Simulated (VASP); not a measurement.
# In5GaP6 (P-3m1) in VASP: single point with PBE

Aim: the single point of In5GaP6 with PBE.

Program: VASP 6.6.1. These are calculated values, not measurements. Logs are shortened: lines on timing, memory, paths and dates and some standing lists are left out, and cuts for length are marked.

## 1. The cell of the first run

The structure is trigonal, space group P-3m1 (No. 164). Conventional cell: a = 3.880 Å, b = 3.880 Å, c = 18.920 Å, α = 90.00°, β = 90.00°, γ = 120.00°. In (site symmetry 3m) has 6 P at 2.75 to 2.79 Å within 3.6 Å. Within 3.6 Å of In (site symmetry 3m) lie 6 P at 2.75 to 2.76 Å. In (site symmetry -3m) has 6 P at 2.76 Å within 3.6 Å. Ga (site symmetry -3m) has 6 P at 2.62 Å within 3.5 Å. Within 3.5 Å of P (site symmetry 3m) lie 3 Ga at 2.62 Å and 3 In at 2.79 Å. P (site symmetry 3m) has 6 In at 2.75 to 2.76 Å within 3.6 Å. Within 3.6 Å of P (site symmetry 3m) lie 6 In at 2.75 to 2.76 Å.

## 2. Single point, PBE

INCAR

```
PREC = Accurate
ENCUT = 500
EDIFF = 1E-6
ISMEAR = 0
SIGMA = 0.1
LREAL = F
LASPH = T
NELM = 120
ALGO = Normal
ISIF = 2
LWAVE = F
LCHARG = F
GGA = PE
NBANDS = 66
GGA_COMPAT = F
```

KPOINTS

```
regular mesh
0
Gamma
  12 12 2
```

POSCAR

```
In5GaP6
1.0
    3.8798867971      0.0000000000      0.0000000000
   -1.9399433986      3.3600805301      0.0000000000
    0.0000000000      0.0000000000     18.9197672843
In Ga P
5 1 6
Direct
    0.6666666667      0.3333333333      0.6600933190
    0.3333333333      0.6666666667      0.3399066810
    0.6666666667      0.3333333333      0.1698976539
    0.0000000000      0.0000000000      0.0000000000
    0.3333333333      0.6666666667      0.8301023461
    0.0000000000      0.0000000000      0.5000000000
    0.3333333333      0.6666666667      0.5721987593
    0.6666666667      0.3333333333      0.4278012407
    0.0000000000      0.0000000000      0.2554234720
    0.3333333333      0.6666666667      0.0852406771
    0.6666666667      0.3333333333      0.9147593229
    0.0000000000      0.0000000000      0.7445765280
```

Potentials or basis: VASP PAW PBE potentials, release 64 (In_d, Ga_d, P).

Started as:

```
cat potpaw_PBE.64/In_d/POTCAR potpaw_PBE.64/Ga_d/POTCAR potpaw_PBE.64/P/POTCAR > POTCAR
mpirun -np 1 vasp_std > vasp.out
```

OUTCAR:

```text
PREC = Accurate
   ENCUT = 500
   EDIFF = 1E-6
   ISMEAR = 0
   LREAL = F
   LASPH = T
   NELM = 120
   ISIF = 2
   GGA = PE

 ion  position               nearest neighbor table
   1  0.667  0.333  0.660-  12 2.75  12 2.75  12 2.75   7 2.79   7 2.79   7 2.79   5 3.92   5 3.92
                             5 3.92
   2  0.333  0.667  0.340-   9 2.75   9 2.75   9 2.75   8 2.79   8 2.79   8 2.79   3 3.92   3 3.92
                             3 3.92
   3  0.667  0.333  0.170-  10 2.75  10 2.75  10 2.75   9 2.76   9 2.76   9 2.76   4 3.92   4 3.92
                             4 3.92   2 3.92   2 3.92   2 3.92
   4  0.000  0.000  0.000-  10 2.76  11 2.76  11 2.76  10 2.76  11 2.76  10 2.76   3 3.92   5 3.92
                             5 3.92   3 3.92   3 3.92   5 3.92
   5  0.333  0.667  0.830-  11 2.75  11 2.75  11 2.75  12 2.76  12 2.76  12 2.76   4 3.92   4 3.92
                             4 3.92   1 3.92   1 3.92   1 3.92
   6  0.000  0.000  0.500-   7 2.62   8 2.62   8 2.62   7 2.62   8 2.62   7 2.62
   7  0.333  0.667  0.572-   6 2.62   6 2.62   6 2.62   1 2.79   1 2.79   1 2.79
   8  0.667  0.333  0.428-   6 2.62   6 2.62   6 2.62   2 2.79   2 2.79   2 2.79
   9  0.000  0.000  0.255-   2 2.75   2 2.75   2 2.75   3 2.76   3 2.76   3 2.76
  10  0.333  0.667  0.085-   3 2.75   3 2.75   3 2.75   4 2.76   4 2.76   4 2.76
  11  0.667  0.333  0.915-   5 2.75   5 2.75   5 2.75   4 2.76   4 2.76   4 2.76
  12  0.000  0.000  0.745-   1 2.75   1 2.75   1 2.75   5 2.76   5 2.76   5 2.76

  LATTYP: Found a hexagonal cell.
 ALAT       =     3.8798867971
 C/A-ratio  =     4.8763709545

  Lattice vectors:

 A1 = (   3.8798867971,   0.0000000000,   0.0000000000)
 A2 = (  -1.9399433986,   3.3600805301,   0.0000000000)
 A3 = (   0.0000000000,   0.0000000000,  18.9197672843)

Analysis of symmetry for initial positions (statically):
=====================================================================
 Subroutine PRICEL returns:
 Original cell was already a primitive cell.

 Routine SETGRP: Setting up the symmetry group for a
 hexagonal supercell.

 Subroutine GETGRP returns: Found 12 space group operations
 (whereof 12 operations were pure point group operations)
 out of a pool of 24 trial point group operations.

The static configuration has the point symmetry D_3d.

Analysis of symmetry for dynamics (positions and initial velocities):
=====================================================================
 Subroutine PRICEL returns:
 Original cell was already a primitive cell.

 Routine SETGRP: Setting up the symmetry group for a
 hexagonal supercell.

 Subroutine GETGRP returns: Found 12 space group operations
 (whereof 12 operations were pure point group operations)
 out of a pool of 24 trial point group operations.

The dynamic configuration has the point symmetry D_3d.

 Subroutine INISYM returns: Found 12 space group operations
 (whereof 12 operations are pure point group operations),
 and found     1 'primitive' translations

----------------------------------------------------------------------------------------

                                     Primitive cell

  volume of cell :     246.6519

  direct lattice vectors                    reciprocal lattice vectors
     3.879886797  0.000000000  0.000000000     0.257739479  0.148805957  0.000000000
    -1.939943399  3.360080530  0.000000000     0.000000000  0.297611915  0.000000000
     0.000000000  0.000000000 18.919767284     0.000000000  0.000000000  0.052854773

  length of vectors
     3.879886797  3.879886797 18.919767284     0.297611915  0.297611915  0.052854773

  position of ions in fractional coordinates (direct lattice)
     0.666666667  0.333333333  0.660093319
     0.333333333  0.666666667  0.339906681
     0.666666667  0.333333333  0.169897654
     0.000000000  0.000000000  0.000000000
     0.333333333  0.666666667  0.830102346
     0.000000000  0.000000000  0.500000000
     0.333333333  0.666666667  0.572198759
     0.666666667  0.333333333  0.427801241
     0.000000000  0.000000000  0.255423472
     0.333333333  0.666666667  0.085240677
     0.666666667  0.333333333  0.914759323
     0.000000000  0.000000000  0.744576528

  ion indices of the primitive-cell ions
   primitive index   ion index
                 1           1
                 2           2
                 3           3
                 4           4
                 5           5
                 6           6
                 7           7
                 8           8
                 9           9
                10          10
                11          11
                12          12

----------------------------------------------------------------------------------------

 KPOINTS: regular mesh

Automatic generation of k-mesh.
 Grid dimensions read from file:
 generate k-points for:   12   12    2

 Generating k-lattice:

  Cartesian coordinates                     Fractional coordinates (reciprocal lattice)
     0.021478290  0.012400496  0.000000000     0.083333333 -0.000000000  0.000000000
     0.000000000  0.024800993  0.000000000     0.000000000  0.083333333  0.000000000
     0.000000000  0.000000000  0.026427386     0.000000000  0.000000000  0.500000000

  Length of vectors
     0.024800993  0.024800993  0.026427386

  Shift w.r.t. Gamma in fractional coordinates (k-lattice)
     0.000000000  0.000000000  0.000000000

 Subroutine IBZKPT returns following result:
 ===========================================

 Found     38 irreducible k-points:

 Following reciprocal coordinates:
            Coordinates               Weight
  0.000000  0.000000  0.000000      1.000000
  0.083333  0.000000  0.000000      6.000000
  0.166667  0.000000  0.000000      6.000000
  0.250000 -0.000000  0.000000      6.000000
  0.333333  0.000000  0.000000      6.000000
  0.416667 -0.000000  0.000000      6.000000
[... 16 lines left out ...]
  0.250000 -0.000000  0.500000      6.000000
  0.333333  0.000000  0.500000      6.000000
 [... further k-points ...]
   k-points           NKPTS =     38   k-points in BZ     NKDIM =     38   number of bands    NBANDS=     66
   number of dos      NEDOS =    301   number of ions     NIONS =     12
   total plane-waves  NPLWV = 109760
   dimension x,y,z NGX =    28 NGY =   28 NGZ =  140
   dimension x,y,z NGXF=    56 NGYF=   56 NGZF=  280
   ions per type =               5   1   6
   NGX,Y,Z   is equivalent  to a cutoff of  12.00, 12.00, 12.30 a.u.
   NGXF,Y,Z  is equivalent  to a cutoff of  23.99, 23.99, 24.60 a.u.
 SYSTEM =  unknown system
   PREC   = accura    normal or accurate (medium, high low for compatibility)
   ISTART =      0    job   : 0-new  1-cont  2-samecut
   ICHARG =      2    charge: 1-file 2-atom 10-const
   ISPIN  =      1    spin polarized calculation?
   LNONCOLLINEAR =      F non collinear calculations
   LSORBIT =      F    spin-orbit coupling
   LASPH  =      T    aspherical Exc in radial PAW
   ENCUT  =  500.0 eV  36.75 Ry    6.06 a.u.   7.07  7.07 34.50*2*pi/ulx,y,z
   NELM   =    120;   NELMIN=  2; NELMDL= -5     # of ELM steps
   EDIFF  = 0.1E-05   stopping-criterion for ELM
   LREAL  =      F    real-space projection
   EDIFFG = 0.1E-04   stopping-criterion for IOM
   NSW    =      0    number of steps for IOM
   IBRION =     -1    ionic relax: 0-MD 1-quasi-New 2-CG
   NFREE  =      0    steps in history (QN), initial steepest desc. (CG)
   ISIF   =      2    stress and relaxation
   ISYM   =      2    0-nonsym 1-usesym 2-fastsym
   POTIM  = 0.5000    time-step for ionic-motion
   TEBEG  =    0.0;   TEEND  =   0.0 temperature during run
   PSTRESS=    0.0 pullay stress
   NELECT =     108.0000    total number of electrons
   NUPDOWN=      -1.0000    fix difference up-down
   EMIN   =  10.00;   EMAX   =-10.00  energy-range for DOS
   EFERMI =   0.00;   METHOD = LEGACY
   ISMEAR =     0;   SIGMA  =   0.10  broadening in eV -4-tet -1-fermi 0-gaus
   EFERMI_NEDOS =   21; number of points for ismear=-14 and -15
   IALGO  =     38    algorithm
   IMIX   =      4    mixing-type and parameters
     AMIX     =   0.40;   BMIX     =  1.00
     AMIX_MAG =   1.60;   BMIX_MAG =  1.00
  volume/ion in A,a.u.               =      20.55       138.71
  Fermi-wavevector in a.u.,A,eV,Ry     =   1.243143  2.349200 21.026520  1.545406
  Thomas-Fermi vector in A             =   2.377467
   LORBIT       =      0    0 simple, 1 ext, 2 COOP (PROOUT), +10 PAW based schemes
   GGA     = PE    functional components
   LHFCALC =     F    Hartree Fock is set to
   AEXX    =    0.0000 exact exchange contribution
   IVDW    =     0    specifies the selected vdW correction
   LEPSILON=     F    determine dielectric tensor
   LRPA    =     F    only Hartree local field effects (RPA)
 non-spin polarized calculation
 Gauss-broadening in eV      SIGMA  =   0.10
  energy-cutoff  :      500.00
  volume of cell :      246.65
 maximum number of plane-waves:      6302
   NGX = 15   NGY = 15   NGZ = 69

 number of electron     108.0000028 magnetization

 Free energy of the ion-electron system (eV)
  ---------------------------------------------------
  ext. energy  EPLUGINS =         0.00000000
  ---------------------------------------------------
  free energy    TOTEN  =       -47.78732091 eV

  energy without entropy =      -47.75408889  energy(sigma->0) =      -47.77070490

 E-fermi :   6.9541     XC(G=0): -10.4796

 val. band max:        6.9467819664   @ k =   0.4167   0.1667   0.5000
 cond. band min:       6.9547574875   @ k =   0.3333   0.0833   0.5000
 fundamental gap:      0.0079755211
 Fermi energy:         6.9540838842

 k-point     1 :       0.0000    0.0000    0.0000
  band No.  band energies     occupation
      1      -7.6300      2.00000
      2      -7.6300      2.00000
      3      -7.6066      2.00000
      4      -7.5760      2.00000
      5      -7.5760      2.00000
      6      -7.3406      2.00000
[... 1645 lines left out ...]
     65      11.4083      0.00000
     66      11.9675      0.00000

 [... further k-points ...]

------------------------ aborting loop because EDIFF is reached ----------------------------------------

  FORCE on cell =-STRESS in cart. coord.  units (eV):
  Direction    XX          YY          ZZ          XY          YZ          ZX
  --------------------------------------------------------------------------------------
  -------------------------------------------------------------------------------------
  Total       -0.0210908     -0.0210908     -0.0624650      0.0000000      0.0000000      0.0000000
  in kB       -0.1369998     -0.1369998     -0.4057543      0.0000000      0.0000000      0.0000000
  external PRESSURE =      -0.2265846 kB  Pullay stress =       0.0000000 kB

 VOLUME and BASIS-vectors are now :
 -----------------------------------------------------------------------------
  energy-cutoff  :      500.00
  volume of cell :      246.65
      direct lattice vectors                 reciprocal lattice vectors
     3.879886797  0.000000000  0.000000000     0.257739479  0.148805957  0.000000000
    -1.939943399  3.360080530  0.000000000     0.000000000  0.297611915  0.000000000
     0.000000000  0.000000000 18.919767284     0.000000000  0.000000000  0.052854773

 POSITION                                       TOTAL-FORCE (eV/Angst)
 -----------------------------------------------------------------------------------
      1.93994      1.12003     12.48881         0.000000     -0.000000      0.009343
     -0.00000      2.24005      6.43096         0.000000      0.000000     -0.009343
      1.93994      1.12003      3.21442        -0.000000      0.000000     -0.006531
      0.00000      0.00000      0.00000        -0.000000      0.000000      0.000000
     -0.00000      2.24005     15.70534         0.000000     -0.000000      0.006531
      0.00000      0.00000      9.45988        -0.000000      0.000000      0.000000
     -0.00000      2.24005     10.82587        -0.000000      0.000000     -0.002608
      1.93994      1.12003      8.09390        -0.000000     -0.000000      0.002608
      0.00000      0.00000      4.83255        -0.000000      0.000000      0.010093
     -0.00000      2.24005      1.61273         0.000000      0.000000      0.005395
      1.93994      1.12003     17.30703        -0.000000      0.000000     -0.005395
      0.00000      0.00000     14.08721        -0.000000     -0.000000     -0.010093
 -----------------------------------------------------------------------------------
    total drift:                                0.000000     -0.000000      0.000000

  FREE ENERGIE OF THE ION-ELECTRON SYSTEM (eV)
  ---------------------------------------------------
  free  energy   TOTEN  =       -47.7873209127 eV

  energy  without entropy=      -47.7540888885  energy(sigma->0) =      -47.77070490
```

Wall time 14 min (1 thread of Intel Xeon Platinum 8259CL at 2.50GHz (Skylake/Cascade Lake), shared host); peak memory 0.6 GiB.

What came out:

* Free energy: -47.7873 eV
* Pressure: 0.0 GPa
* Largest force: 0.010 eV/Å
* Band gap on the k mesh: zero (band 54 reaches 7.33 eV, above the bottom of band 55 at 6.35 eV)

Forces on the atoms (eV/Å):
```
In   0.000  0.000  0.009
In   0.000  0.000 -0.009
In   0.000  0.000 -0.007
In   0.000  0.000  0.000
In   0.000  0.000  0.007
Ga   0.000  0.000  0.000
P    0.000  0.000 -0.003
P    0.000  0.000  0.003
P    0.000  0.000  0.010
P    0.000  0.000  0.005
P    0.000  0.000 -0.005
P    0.000  0.000 -0.010
```

Caveat: spin-orbit coupling is left out, which moves the levels of the heavy elements.
